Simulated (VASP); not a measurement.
# TePb (Fm-3m) in VASP: notebook

Runs on TePb. Level: PBEsol. Tasks: elastic constants.

Program: VASP 6.6.1. These are calculated values, not measurements. Logs are shortened: lines on timing, memory, paths and dates and some standing lists are left out, and cuts for length are marked.

### Step 1. The cell of the first run

It takes space group Fm-3m (No. 225, cubic). Conventional cell: a = 6.011 Å, b = 6.011 Å, c = 6.011 Å, α = 90.00°, β = 90.00°, γ = 90.00°. Within 4.0 Å of Te (site symmetry m-3m) lie 6 Pb at 3.01 Å. Within 4.0 Å of Pb (site symmetry m-3m) lie 6 Te at 3.01 Å.

### Step 2. Elastic constants, PBEsol

INCAR reads:

```
PREC = Accurate
ENCUT = 600
EDIFF = 1E-8
ISMEAR = 0
SIGMA = 0.01
LREAL = False
LASPH = True
NELM = 100
ALGO = Normal
ISIF = 3
LWAVE = False
LCHARG = True
GGA = PS
IBRION = 6
NFREE = 2
POTIM = 0.015
NSW = 1
```

KPOINTS reads:

```
Automatic mesh
0
Gamma
  8 8 8
```

POSCAR reads:

```
TePb
1.0
    0.0000000000      3.0054331323      3.0054331323
    3.0054331323      0.0000000000      3.0054331323
    3.0054331323      3.0054331323      0.0000000000
Te Pb
1 1
Direct
    0.5000000000      0.5000000000      0.5000000000
    0.0000000000      0.0000000000      0.0000000000
```

Potentials or basis: VASP PAW PBE potentials, release 64 (Te, Pb_d).

On the command line:

```bash
$ cat potpaw_PBE.64/Te/POTCAR potpaw_PBE.64/Pb_d/POTCAR > POTCAR
$ mpirun -np 1 vasp_std > vasp.out
```

OUTCAR:

```text
PREC = Accurate
   ENCUT = 600
   EDIFF = 1E-8
   ISMEAR = 0
   LREAL = False
   LASPH = True
   NELM = 100
   ISIF = 3
   GGA = PS
   IBRION = 6
   NFREE = 2
   POTIM = 0.015
   NSW = 1

 ion  position               nearest neighbor table
   1  0.500  0.500  0.500-   2 3.01   2 3.01   2 3.01   2 3.01   2 3.01   2 3.01
   2  0.000  0.000  0.000-   1 3.01   1 3.01   1 3.01   1 3.01   1 3.01   1 3.01

  LATTYP: Found a face centered cubic cell.
 ALAT       =     6.0108662646

  Lattice vectors:

 A1 = (   0.0000000000,   3.0054331323,   3.0054331323)
 A2 = (   3.0054331323,   0.0000000000,   3.0054331323)
 A3 = (   3.0054331323,   3.0054331323,   0.0000000000)

Analysis of symmetry for initial positions (statically):
=====================================================================
 Subroutine PRICEL returns:
 Original cell was already a primitive cell.

 Routine SETGRP: Setting up the symmetry group for a
 face centered cubic supercell.

 Subroutine GETGRP returns: Found 48 space group operations
 (whereof 48 operations were pure point group operations)
 out of a pool of 48 trial point group operations.

The static configuration has the point symmetry O_h .

Analysis of symmetry for dynamics (positions and initial velocities):
=====================================================================
 Subroutine PRICEL returns:
 Original cell was already a primitive cell.

 Routine SETGRP: Setting up the symmetry group for a
 face centered cubic supercell.

 Subroutine GETGRP returns: Found 48 space group operations
 (whereof 48 operations were pure point group operations)
 out of a pool of 48 trial point group operations.

The dynamic configuration has the point symmetry O_h .

 Subroutine INISYM returns: Found 48 space group operations
 (whereof 48 operations are pure point group operations),
 and found     1 'primitive' translations

----------------------------------------------------------------------------------------

                                     Primitive cell

  volume of cell :      54.2939

  direct lattice vectors                    reciprocal lattice vectors
     0.000000000  3.005433132  3.005433132    -0.166365372  0.166365372  0.166365372
     3.005433132  0.000000000  3.005433132     0.166365372 -0.166365372  0.166365372
     3.005433132  3.005433132  0.000000000     0.166365372  0.166365372 -0.166365372

  length of vectors
     4.250324297  4.250324297  4.250324297     0.288153276  0.288153276  0.288153276

  position of ions in fractional coordinates (direct lattice)
     0.500000000  0.500000000  0.500000000
     0.000000000  0.000000000  0.000000000

  ion indices of the primitive-cell ions
   primitive index   ion index
                 1           1
                 2           2

----------------------------------------------------------------------------------------

 KPOINTS: Automatic mesh

Automatic generation of k-mesh.
 Grid dimensions read from file:
 generate k-points for:    8    8    8

 Generating k-lattice:

  Cartesian coordinates                     Fractional coordinates (reciprocal lattice)
    -0.020795671  0.020795671  0.020795671     0.125000000  0.000000000  0.000000000
     0.020795671 -0.020795671  0.020795671     0.000000000  0.125000000  0.000000000
     0.020795671  0.020795671 -0.020795671     0.000000000  0.000000000  0.125000000

  Length of vectors
     0.036019160  0.036019160  0.036019160

  Shift w.r.t. Gamma in fractional coordinates (k-lattice)
     0.000000000  0.000000000  0.000000000

 Subroutine IBZKPT returns following result:
 ===========================================

 Found     29 irreducible k-points:

 Following reciprocal coordinates:
            Coordinates               Weight
  0.000000  0.000000  0.000000      1.000000
  0.125000  0.000000  0.000000      8.000000
  0.250000  0.000000  0.000000      8.000000
  0.375000  0.000000  0.000000      8.000000
  0.500000  0.000000  0.000000      4.000000
[... 58 lines left out ...]
     AMIX_MAG =   1.60;   BMIX_MAG =  1.00
  volume/ion in A,a.u.               =      27.15       183.20
  Fermi-wavevector in a.u.,A,eV,Ry     =   1.173549  2.217685 18.738167  1.377216
  Thomas-Fermi vector in A             =   2.309960
   LORBIT       =      0    0 simple, 1 ext, 2 COOP (PROOUT), +10 PAW based schemes
   GGA     = PS    functional components
   LHFCALC =     F    Hartree Fock is set to
   AEXX    =    0.0000 exact exchange contribution
   IVDW    =     0    specifies the selected vdW correction
   LEPSILON=     F    determine dielectric tensor
   LRPA    =     F    only Hartree local field effects (RPA)
 finite differences with symmetry
 non-spin polarized calculation
 Gauss-broadening in eV      SIGMA  =   0.01
  energy-cutoff  :      600.00
  volume of cell :       54.29
 maximum number of plane-waves:      1837
 NGX is ok and might be reduce to    36
   NGX = 17   NGY = 17   NGZ = 17

--------------------------------------- Ionic step        1  -------------------------------------------

 number of electron      19.9999999 magnetization

 Free energy of the ion-electron system (eV)
  ---------------------------------------------------
  ext. energy  EPLUGINS =         0.00000000
  ---------------------------------------------------
  free energy    TOTEN  =        -7.77031214 eV

  energy without entropy =       -7.77031211  energy(sigma->0) =       -7.77031213

------------------------ aborting loop because EDIFF is reached ----------------------------------------

  FORCE on cell =-STRESS in cart. coord.  units (eV):
  Direction    XX          YY          ZZ          XY          YZ          ZX
  --------------------------------------------------------------------------------------
  -------------------------------------------------------------------------------------
  Total        5.0998315      5.0998315      5.0998315      0.0000000      0.0000000      0.0000000
  in kB      150.4926199    150.4926199    150.4926199      0.0000000      0.0000000      0.0000000
  external PRESSURE =     150.4926199 kB  Pullay stress =       0.0000000 kB
[... 89 lines left out ...]
  FREE ENERGIE OF THE ION-ELECTRON SYSTEM (eV)
  ---------------------------------------------------
  free  energy   TOTEN  =        -7.6823737515 eV

  energy  without entropy=       -7.6823463309  energy(sigma->0) =       -7.68236004

[... ionic steps 4 to 14 ...]

--------------------------------------- Ionic step       15  -------------------------------------------

 number of electron      19.9999999 magnetization

------------------------ aborting loop because EDIFF is reached ----------------------------------------
[... 67 lines left out ...]
--------------------------------------- Ionic step       17  -------------------------------------------

 number of electron      20.0000000 magnetization

 Free energy of the ion-electron system (eV)
  ---------------------------------------------------
  ext. energy  EPLUGINS =         0.00000000
  ---------------------------------------------------
  free energy    TOTEN  =        -7.77005652 eV

  energy without entropy =       -7.77005652  energy(sigma->0) =       -7.77005652

 E-fermi :   8.7567     XC(G=0): -10.4750

 val. band max:        8.7206656110   @ k =   0.5000   0.0000   0.0000
 cond. band min:       8.7926761565   @ k =   0.5000   0.0000   0.0000
 fundamental gap:      0.0720105455
 Fermi energy:         8.7566558260

 k-point     1 :       0.0000    0.0000    0.0000
  band No.  band energies     occupation
      1      -8.5793      2.00000
      2      -8.5791      2.00000
      3      -8.5462      2.00000
      4      -8.5462      2.00000
      5      -8.5462      2.00000
      6      -5.5185      2.00000
      7       3.6430      2.00000
      8       6.3481      2.00000
      9       6.3487      2.00000
     10       6.3487      2.00000
     11      12.8248      0.00000
     12      12.8248      0.00000
     13      12.8280      0.00000
     14      13.8084      0.00000
[... 377 lines left out ...]
      1      -8.6710      2.00000
      2      -8.6049      2.00000
      3      -8.5360      2.00000
      4      -8.5194      2.00000
      5      -8.4978      2.00000
      6      -3.0501      2.00000
      7      -1.0418      2.00000
      8       4.4853      2.00000
      9       4.8033      2.00000
     10       7.8079      2.00000
     11       9.4289      0.00000
     12      12.2773      0.00000
     13      13.0433      0.00000
     14      15.0578      0.00000

 [... further k-points ...]

------------------------ aborting loop because EDIFF is reached ----------------------------------------

  FORCE on cell =-STRESS in cart. coord.  units (eV):
  Direction    XX          YY          ZZ          XY          YZ          ZX
  --------------------------------------------------------------------------------------
  -------------------------------------------------------------------------------------
  Total        5.1000223      5.0934418      5.0934418      0.0000000      0.0000000     -0.0000000
  in kB      150.4982494    150.3040639    150.3040639      0.0000000      0.0000000     -0.0000000
  external PRESSURE =     150.3687924 kB  Pullay stress =       0.0000000 kB
[... 17 lines left out ...]
  FREE ENERGIE OF THE ION-ELECTRON SYSTEM (eV)
  ---------------------------------------------------
  free  energy   TOTEN  =        -7.7700565186 eV

  energy  without entropy=       -7.7700565184  energy(sigma->0) =       -7.77005652

 INTERNAL STRAIN TENSORS FROM STRAINED CELLS
 ============================================

 INTERNAL STRAIN TENSOR FOR ION    1 for displacements in x,y,z  (eV/Angst):
          X           Y           Z          XY          YZ          ZX
  --------------------------------------------------------------------------------
  x    -0.00000     0.00000    -0.00000     0.00000     0.00000     0.00000
  y     0.00000     0.00000    -0.00000     0.00000     0.00000     0.00000
  z     0.00000    -0.00000    -0.00000     0.00000     0.00000    -0.00000

 INTERNAL STRAIN TENSORS FROM DISPLACED ATOMS
 ============================================

 INTERNAL STRAIN TENSOR FOR ION    1 for displacements in x,y,z  (eV/Angst):
          X           Y           Z          XY          YZ          ZX
  --------------------------------------------------------------------------------
  x     0.00000     0.00000     0.00000     0.00000     0.00000     0.00000
  y     0.00000     0.00000     0.00000     0.00000     0.00000     0.00000
  z     0.00000     0.00000     0.00000     0.00000     0.00000     0.00000

 INTERNAL STRAIN TENSOR FOR ION    2 for displacements in x,y,z  (eV/Angst):
          X           Y           Z          XY          YZ          ZX
  --------------------------------------------------------------------------------
  x     0.00000     0.00000     0.00000     0.00000     0.00000     0.00000
  y     0.00000     0.00000     0.00000     0.00000     0.00000     0.00000
  z     0.00000     0.00000     0.00000     0.00000     0.00000     0.00000

 Eigenvectors and eigenvalues of the dynamical matrix
 ----------------------------------------------------

   1 f  =    2.729920 THz    17.152596 2PiTHz   91.060346 cm-1    11.290039 meV
             X         Y         Z           dx          dy          dz
      3.005433  3.005433  3.005433     0.776665    0.123805   -0.003880
      0.000000  0.000000  0.000000    -0.609908   -0.097223    0.003047
[... 21 lines left out ...]
   6 f/i=    0.000916 THz     0.005753 2PiTHz    0.030544 cm-1     0.003787 meV
             X         Y         Z           dx          dy          dz
      3.005433  3.005433  3.005433    -0.054933    0.354605   -0.502680
      0.000000  0.000000  0.000000    -0.069952    0.451559   -0.640119

--------------------------------------------------------------------------------------------------------

 ELASTIC MODULI CONTR FROM IONIC RELAXATION (kBar)
 Direction    XX          YY          ZZ          XY          YZ          ZX
 --------------------------------------------------------------------------------
 XX           0.0000      0.0000      0.0000      0.0000      0.0000      0.0000
 YY           0.0000      0.0000      0.0000      0.0000      0.0000      0.0000
 ZZ           0.0000      0.0000      0.0000      0.0000      0.0000      0.0000
 XY           0.0000      0.0000      0.0000      0.0000      0.0000      0.0000
 YZ           0.0000      0.0000      0.0000      0.0000      0.0000      0.0000
 ZX           0.0000      0.0000      0.0000      0.0000      0.0000      0.0000
 --------------------------------------------------------------------------------

 TOTAL ELASTIC MODULI (kBar)
 Direction    XX          YY          ZZ          XY          YZ          ZX
 --------------------------------------------------------------------------------
 XX        2694.8822    -52.9863    -52.9863      0.0000      0.0000      0.0000
 YY         -52.9863   2694.8822    -52.9863     -0.0000      0.0000      0.0000
 ZZ         -52.9863    -52.9863   2694.8822      0.0000     -0.0000     -0.0000
 XY           0.0000     -0.0000      0.0000      7.4501      0.0000     -0.0000
 YZ           0.0000      0.0000     -0.0000      0.0000      7.4501      0.0000
 ZX           0.0000      0.0000     -0.0000     -0.0000      0.0000      7.4501
 --------------------------------------------------------------------------------
```

It took 9.7 min on 1 thread of Intel Xeon 6975P-C (Granite Rapids), shared host; peak memory 0.38 GiB.

What came out:

- Elastic constants C11, C12, C44: 269, -5, 1 GPa
- Voigt bulk modulus: 86 GPa
- Highest phonon frequency at Γ, LO-TO splitting left out: 91 cm⁻¹

Phonon frequencies in cm⁻¹ (negative: imaginary):
```tsv
q point	frequencies
(0.000, 0.000, 0.000)	0 0 0 91 91 91
```

Elastic tensor in Voigt notation (GPa, in the Cartesian axes of the cell as first typed):
```
269  -5  -5   0   0   0
 -5 269  -5   0   0   0
 -5  -5 269   0   0   0
  0   0   0   1   0   0
  0   0   0   0   1   0
  0   0   0   0   0   1
```

Clamped-ion elastic tensor (GPa):
```
269  -5  -5   0   0   0
 -5 269  -5   0   0   0
 -5  -5 269   0   0   0
  0   0   0   1   0   0
  0   0   0   0   1   0
  0   0   0   0   0   1
```

Caveat: the cell is under stress, which shifts elastic constants; the PAW data sets were made with another functional, which shifts forces and pressure a little; spin-orbit coupling is left out, which moves the levels of the heavy elements.

### Step 3. Elastic constants, PBEsol

This run uses another cell than the first one, of 28.60 Å³/atom.

INCAR reads:

```
ALGO = Normal ; EDIFF = 1E-8
ENCUT = 600 ; GGA = PS
IBRION = 6 ; ISIF = 3
ISMEAR = 0 ; LASPH = True
LCHARG = False ; LREAL = False
LWAVE = False ; NELM = 60
NFREE = 2 ; NSW = 1
POTIM = 0.015 ; PREC = Accurate
SIGMA = 0.01
```

KPOINTS reads:

```
k-points
0
Gamma
  8 8 8
```

POSCAR reads:

```
TePb
1.0
    0.0000000000      3.0582736681      3.0582736681
    3.0582736681      0.0000000000      3.0582736681
    3.0582736681      3.0582736681      0.0000000000
Te Pb
1 1
Direct
    0.5000000000      0.5000000000      0.5000000000
    0.0000000000      0.0000000000      0.0000000000
```

Potentials or basis: VASP PAW PBE potentials, release 64 (Te, Pb_d).

On the command line:

```bash
$ cat potpaw_PBE.64/Te/POTCAR potpaw_PBE.64/Pb_d/POTCAR > POTCAR
$ mpirun -np 1 vasp_std > vasp.out
```

Run time: 9.2 min. Hardware: 1 thread of Intel Xeon 6975P-C (Granite Rapids), shared host; peak memory 0.39 GiB.

It converged, with:

```
Elastic constants C11, C12, C44                         : 232, 0, 14 GPa
Voigt bulk modulus                                      : 77 GPa
Highest phonon frequency at Γ, LO-TO splitting left out : 89 cm⁻¹
```

Phonon frequencies in cm⁻¹ (negative: imaginary):
| q point | frequencies |
| --- | --- |
| (0.000, 0.000, 0.000) | 0 0 0 89 89 89 |

Elastic tensor in Voigt notation (GPa, in the Cartesian axes of the cell as first typed):
```
232   0   0   0   0   0
  0 232   0   0   0   0
  0   0 232   0   0   0
  0   0   0  14   0   0
  0   0   0   0  14   0
  0   0   0   0   0  14
```

Clamped-ion elastic tensor (GPa):
```
232   0   0   0   0   0
  0 232   0   0   0   0
  0   0 232   0   0   0
  0   0   0  14   0   0
  0   0   0   0  14   0
  0   0   0   0   0  14
```

Caveat: the cell is under stress, which shifts elastic constants; the PAW data sets were made with another functional, which shifts forces and pressure a little; spin-orbit coupling is left out, which moves the levels of the heavy elements.
